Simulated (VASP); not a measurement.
# GeSb3O2 (P4/mmm) in VASP: single point with PBE

Aim: the single point of GeSb3O2 with PBE.

All numbers are computed with VASP 6.6.1; they aren't measurements. Logs are shortened: lines on timing, memory, paths and dates and some standing lists are left out, and cuts for length are marked.

## Step 1: The cell of the first run

Symmetry: P4/mmm, No. 123, tetragonal system. Conventional cell: a = 4.259 Å, b = 4.259 Å, c = 8.282 Å, α = 90.00°, β = 90.00°, γ = 90.00°. Ge (site symmetry 4/mmm) has 6 O at 3.01 to 4.14 Å and 8 Sb at 3.46 Å and 4 Ge at 4.26 Å within 4.3 Å. Within 2.3 Å of Sb (site symmetry 4mm) lie 1 O at 1.70 Å. Within 3.2 Å of Sb (site symmetry 4/mmm) lie 2 Sb at 2.44 Å and 4 O at 3.01 Å. Within 2.3 Å of O (site symmetry 4/mmm) lie 2 Sb at 1.70 Å. O (site symmetry 4/mmm) has 12 Sb at 3.01 to 3.88 Å and 2 Ge at 4.14 Å and 4 O at 4.26 Å within 4.3 Å.

The cell was built from a structure type or drawn by symmetry, and may not be a known phase.

## Step 2: Single point, PBE

File INCAR:

```
ALGO = Normal ; EDIFF = 1E-6
ENCUT = 600 ; GGA = PE
GGA_COMPAT = False ; ISIF = 2
ISMEAR = 0 ; LASPH = True
LCHARG = False ; LREAL = False
LWAVE = False ; NBANDS = 44
NELM = 120 ; PREC = Accurate
SIGMA = 0.1
```

File KPOINTS:

```
k-points
0
Gamma
  4 4 2
```

File POSCAR:

```
GeSb3O2
1.0
    4.2586303600      0.0000000000      0.0000000000
    0.0000000000      4.2586303600      0.0000000000
    0.0000000000      0.0000000000      8.2817229700
Ge Sb O
1 3 2
Direct
    0.0000000000      0.0000000000      0.5000000000
    0.5000000000      0.5000000000      0.2945286900
    0.5000000000      0.5000000000      0.7054713100
    0.5000000000      0.5000000000      0.0000000000
    0.5000000000      0.5000000000      0.5000000000
    0.0000000000      0.0000000000      0.0000000000
```

Potentials or basis: VASP PAW PBE potentials, release 64 (Ge_d, Sb_d_GW, O).

Command:

```sh
$ cat potpaw_PBE.64/Ge_d/POTCAR potpaw_PBE.64/Sb_d_GW/POTCAR potpaw_PBE.64/O/POTCAR > POTCAR
$ mpirun -np 1 vasp_std > vasp.out
```

OUTCAR:

```text
EDIFF = 1E-6
   ENCUT = 600
   GGA = PE
   ISIF = 2
   ISMEAR = 0
   LASPH = True
   LREAL = False
   NELM = 120
   PREC = Accurate

 ion  position               nearest neighbor table
   1  0.000  0.000  0.500-
   2  0.500  0.500  0.295-   5 1.70   4 2.44   3 3.40
   3  0.500  0.500  0.705-   5 1.70   4 2.44   2 3.40
   4  0.500  0.500  0.000-   2 2.44   3 2.44
   5  0.500  0.500  0.500-   2 1.70   3 1.70
   6  0.000  0.000  0.000-

  LATTYP: Found a simple tetragonal cell.
 ALAT       =     4.2586303600
 C/A-ratio  =     1.9446916661

  Lattice vectors:

 A1 = (   4.2586303600,   0.0000000000,   0.0000000000)
 A2 = (   0.0000000000,   4.2586303600,   0.0000000000)
 A3 = (   0.0000000000,   0.0000000000,   8.2817229700)

Analysis of symmetry for initial positions (statically):
=====================================================================
 Subroutine PRICEL returns:
 Original cell was already a primitive cell.

 Routine SETGRP: Setting up the symmetry group for a
 simple tetragonal supercell.

 Subroutine GETGRP returns: Found 16 space group operations
 (whereof 16 operations were pure point group operations)
 out of a pool of 16 trial point group operations.

The static configuration has the point symmetry D_4h.

Analysis of symmetry for dynamics (positions and initial velocities):
=====================================================================
 Subroutine PRICEL returns:
 Original cell was already a primitive cell.

 Routine SETGRP: Setting up the symmetry group for a
 simple tetragonal supercell.

 Subroutine GETGRP returns: Found 16 space group operations
 (whereof 16 operations were pure point group operations)
 out of a pool of 16 trial point group operations.

The dynamic configuration has the point symmetry D_4h.

 Subroutine INISYM returns: Found 16 space group operations
 (whereof 16 operations are pure point group operations),
 and found     1 'primitive' translations

----------------------------------------------------------------------------------------

                                     Primitive cell

  volume of cell :     150.1968

  direct lattice vectors                    reciprocal lattice vectors
     4.258630360  0.000000000  0.000000000     0.234817281  0.000000000  0.000000000
     0.000000000  4.258630360  0.000000000     0.000000000  0.234817281  0.000000000
     0.000000000  0.000000000  8.281722970     0.000000000  0.000000000  0.120747821

  length of vectors
     4.258630360  4.258630360  8.281722970     0.234817281  0.234817281  0.120747821

  position of ions in fractional coordinates (direct lattice)
     0.000000000  0.000000000  0.500000000
     0.500000000  0.500000000  0.294528690
     0.500000000  0.500000000  0.705471310
     0.500000000  0.500000000  0.000000000
     0.500000000  0.500000000  0.500000000
     0.000000000  0.000000000  0.000000000

  ion indices of the primitive-cell ions
   primitive index   ion index
                 1           1
                 2           2
                 3           3
                 4           4
                 5           5
                 6           6

----------------------------------------------------------------------------------------

 KPOINTS: k-points

Automatic generation of k-mesh.
 Grid dimensions read from file:
 generate k-points for:    4    4    2

 Generating k-lattice:

  Cartesian coordinates                     Fractional coordinates (reciprocal lattice)
     0.058704320  0.000000000  0.000000000     0.250000000  0.000000000  0.000000000
     0.000000000  0.058704320  0.000000000     0.000000000  0.250000000  0.000000000
     0.000000000  0.000000000  0.060373910     0.000000000  0.000000000  0.500000000

  Length of vectors
     0.058704320  0.058704320  0.060373910

  Shift w.r.t. Gamma in fractional coordinates (k-lattice)
     0.000000000  0.000000000  0.000000000

 Subroutine IBZKPT returns following result:
 ===========================================

 Found     12 irreducible k-points:

 Following reciprocal coordinates:
            Coordinates               Weight
  0.000000  0.000000  0.000000      1.000000
  0.250000  0.000000  0.000000      4.000000
  0.500000  0.000000  0.000000      2.000000
  0.250000  0.250000  0.000000      4.000000
  0.500000  0.250000  0.000000      4.000000
  0.500000  0.500000  0.000000      1.000000
  0.000000  0.000000  0.500000      1.000000
  0.250000  0.000000  0.500000      4.000000
  0.500000  0.000000  0.500000      2.000000
  0.250000  0.250000  0.500000      4.000000
  0.500000  0.250000  0.500000      4.000000
  0.500000  0.500000  0.500000      1.000000
   k-points           NKPTS =     12   k-points in BZ     NKDIM =     12   number of bands    NBANDS=     44
   number of dos      NEDOS =    301   number of ions     NIONS =      6
   total plane-waves  NPLWV =  90720
   dimension x,y,z NGX =    36 NGY =   36 NGZ =   70
   dimension x,y,z NGXF=    72 NGYF=   72 NGZF=  140
   ions per type =               1   3   2
   NGX,Y,Z   is equivalent  to a cutoff of  14.05, 14.05, 14.05 a.u.
   NGXF,Y,Z  is equivalent  to a cutoff of  28.11, 28.11, 28.10 a.u.
 SYSTEM =  unknown system
   PREC   = accura    normal or accurate (medium, high low for compatibility)
   ISTART =      0    job   : 0-new  1-cont  2-samecut
   ICHARG =      2    charge: 1-file 2-atom 10-const
   ISPIN  =      1    spin polarized calculation?
   LNONCOLLINEAR =      F non collinear calculations
   LSORBIT =      F    spin-orbit coupling
   LASPH  =      T    aspherical Exc in radial PAW
   ENCUT  =  600.0 eV  44.10 Ry    6.64 a.u.   8.51  8.51 16.54*2*pi/ulx,y,z
   NELM   =    120;   NELMIN=  2; NELMDL= -5     # of ELM steps
   EDIFF  = 0.1E-05   stopping-criterion for ELM
   LREAL  =      F    real-space projection
   EDIFFG = 0.1E-04   stopping-criterion for IOM
   NSW    =      0    number of steps for IOM
   IBRION =     -1    ionic relax: 0-MD 1-quasi-New 2-CG
   NFREE  =      0    steps in history (QN), initial steepest desc. (CG)
   ISIF   =      2    stress and relaxation
   ISYM   =      2    0-nonsym 1-usesym 2-fastsym
   POTIM  = 0.5000    time-step for ionic-motion
   TEBEG  =    0.0;   TEEND  =   0.0 temperature during run
   PSTRESS=    0.0 pullay stress
   NELECT =      71.0000    total number of electrons
   NUPDOWN=      -1.0000    fix difference up-down
   EMIN   =  10.00;   EMAX   =-10.00  energy-range for DOS
   EFERMI =   0.00;   METHOD = LEGACY
   ISMEAR =     0;   SIGMA  =   0.10  broadening in eV -4-tet -1-fermi 0-gaus
   EFERMI_NEDOS =   21; number of points for ismear=-14 and -15
   IALGO  =     38    algorithm
   IMIX   =      4    mixing-type and parameters
     AMIX     =   0.40;   BMIX     =  1.00
     AMIX_MAG =   1.60;   BMIX_MAG =  1.00
  volume/ion in A,a.u.               =      25.03       168.93
  Fermi-wavevector in a.u.,A,eV,Ry     =   1.275285  2.409940 22.127877  1.626353
  Thomas-Fermi vector in A             =   2.408006
   LORBIT       =      0    0 simple, 1 ext, 2 COOP (PROOUT), +10 PAW based schemes
   GGA     = PE    functional components
   LHFCALC =     F    Hartree Fock is set to
   AEXX    =    0.0000 exact exchange contribution
   IVDW    =     0    specifies the selected vdW correction
   LEPSILON=     F    determine dielectric tensor
   LRPA    =     F    only Hartree local field effects (RPA)
 non-spin polarized calculation
 Gauss-broadening in eV      SIGMA  =   0.10
  energy-cutoff  :      600.00
  volume of cell :      150.20
 maximum number of plane-waves:      5047
 NGX is ok and might be reduce to    36
   NGX = 17   NGY = 17   NGZ = 33

 number of electron      71.0000005 magnetization

 Free energy of the ion-electron system (eV)
  ---------------------------------------------------
  ext. energy  EPLUGINS =         0.00000000
  ---------------------------------------------------
  free energy    TOTEN  =       -18.21765853 eV

  energy without entropy =      -18.20304043  energy(sigma->0) =      -18.21034948

 E-fermi :   3.2712     XC(G=0):  -9.3155

 val. band max:        3.2421326761   @ k =   0.5000   0.5000   0.5000
 cond. band min:       3.2793986215   @ k =   0.0000   0.0000   0.5000
 fundamental gap:      0.0372659453
 Fermi energy:         3.2712194946

 k-point     1 :       0.0000    0.0000    0.0000
  band No.  band energies     occupation
      1     -27.4997      2.00000
      2     -26.9225      2.00000
      3     -26.5778      2.00000
      4     -26.5778      2.00000
      5     -26.4643      2.00000
      6     -26.4643      2.00000
[... 36 lines left out ...]
     43       7.6817      0.00000
     44       8.3214      0.00000

 k-point     2 :       0.2500    0.0000    0.0000
  band No.  band energies     occupation
      1     -27.4994      2.00000
      2     -26.9221      2.00000
      3     -26.5784      2.00000
      4     -26.5777      2.00000
      5     -26.4650      2.00000
      6     -26.4643      2.00000
[... 36 lines left out ...]
     43       8.1923      0.00000
     44       9.5271      0.00000

 k-point     3 :       0.5000    0.0000    0.0000
  band No.  band energies     occupation
      1     -27.4991      2.00000
      2     -26.9217      2.00000
      3     -26.5791      2.00000
      4     -26.5777      2.00000
      5     -26.4656      2.00000
      6     -26.4643      2.00000
[... 36 lines left out ...]
     43       9.8522      0.00000
     44       9.9434      0.00000

 k-point     4 :       0.2500    0.2500    0.0000
  band No.  band energies     occupation
      1     -27.4991      2.00000
      2     -26.9217      2.00000
      3     -26.5784      2.00000
      4     -26.5784      2.00000
      5     -26.4649      2.00000
      6     -26.4649      2.00000
[... 318 lines left out ...]
     43       9.7354      0.00000
     44      10.1438      0.00000

 k-point    11 :       0.5000    0.2500    0.5000
  band No.  band energies     occupation
      1     -27.2823      2.00000
      2     -27.2455      2.00000
      3     -26.5986      2.00000
      4     -26.5978      2.00000
      5     -26.4319      2.00000
      6     -26.4314      2.00000
[... 36 lines left out ...]
     43      10.2215      0.00000
     44      10.8472      0.00000

 k-point    12 :       0.5000    0.5000    0.5000
  band No.  band energies     occupation
      1     -27.2820      2.00000
      2     -27.2452      2.00000
      3     -26.5985      2.00000
      4     -26.5985      2.00000
      5     -26.4318      2.00000
      6     -26.4318      2.00000
[... 36 lines left out ...]
     43       9.8773      0.00000
     44      10.7275      0.00000

------------------------ aborting loop because EDIFF is reached ----------------------------------------

  FORCE on cell =-STRESS in cart. coord.  units (eV):
  Direction    XX          YY          ZZ          XY          YZ          ZX
  --------------------------------------------------------------------------------------
  -------------------------------------------------------------------------------------
  Total       -7.7076092     -7.7076092     63.0528855      0.0000000     -0.0000000      0.0000000
  in kB      -82.2185247    -82.2185247    672.5970498      0.0000000     -0.0000000      0.0000000
  external PRESSURE =     169.3866668 kB  Pullay stress =       0.0000000 kB

 VOLUME and BASIS-vectors are now :
 -----------------------------------------------------------------------------
  energy-cutoff  :      600.00
  volume of cell :      150.20
      direct lattice vectors                 reciprocal lattice vectors
     4.258630360  0.000000000  0.000000000     0.234817281  0.000000000  0.000000000
     0.000000000  4.258630360  0.000000000     0.000000000  0.234817281  0.000000000
     0.000000000  0.000000000  8.281722970     0.000000000  0.000000000  0.120747821

 POSITION                                       TOTAL-FORCE (eV/Angst)
 -----------------------------------------------------------------------------------
      0.00000      0.00000      4.14086         0.000000      0.000000      0.000000
      2.12932      2.12932      2.43921         0.000000      0.000000     -5.472736
      2.12932      2.12932      5.84252         0.000000      0.000000      5.472736
      2.12932      2.12932      0.00000         0.000000      0.000000      0.000000
      2.12932      2.12932      4.14086         0.000000      0.000000      0.000000
      0.00000      0.00000      0.00000         0.000000      0.000000      0.000000
 -----------------------------------------------------------------------------------
    total drift:                                0.000000      0.000000      0.000000

  FREE ENERGIE OF THE ION-ELECTRON SYSTEM (eV)
  ---------------------------------------------------
  free  energy   TOTEN  =       -18.2176585349 eV

  energy  without entropy=      -18.2030404330  energy(sigma->0) =      -18.21034948
```

Run time: 2.2 min. Hardware: 1 thread of AMD EPYC 7R13 (Zen 3), shared host; peak memory 0.31 GiB.

What came out:

- Free energy: -18.2177 eV
- Pressure: 16.9 GPa
- Largest force: 5.473 eV/Å
- Band gap on the k mesh: zero (an odd number of electrons rules out a gap without spin polarisation)

Forces in eV/Å, atoms in the order of the input:
```
Ge   0.000  0.000  0.000
Sb   0.000  0.000 -5.473
Sb   0.000  0.000  5.473
Sb   0.000  0.000  0.000
O    0.000  0.000  0.000
O    0.000  0.000  0.000
```

Levels at points of the mesh, in eV from the Fermi level:
```tsv
k point	band 34	band 35	band 36	band 37	band 38	band 39
(0.00, 0.00, 0.00)	0.03	0.03	0.40	0.40	1.54	1.54
(0.50, 0.00, 0.00)	-0.42	-0.42	-0.27	0.41	0.66	1.74
(0.50, 0.50, 0.00)	-0.94	-0.72	-0.72	0.36	1.16	1.16
(0.00, 0.00, 0.50)	0.01	0.26	0.53	0.53	0.60	2.68
(0.50, 0.00, 0.50)	-0.95	-0.67	-0.45	0.41	0.65	1.64
(0.50, 0.50, 0.50)	-0.94	-0.94	-0.68	-0.03	0.33	1.77
```

Caveat: the k points lie up to 0.38 Å⁻¹ apart, too coarse for converged energies and pressures of a metal; spin-orbit coupling is left out, which moves the levels of the heavy elements; an odd number of electrons without spin polarisation forces a metal; a magnetic or distorted state may lie lower.
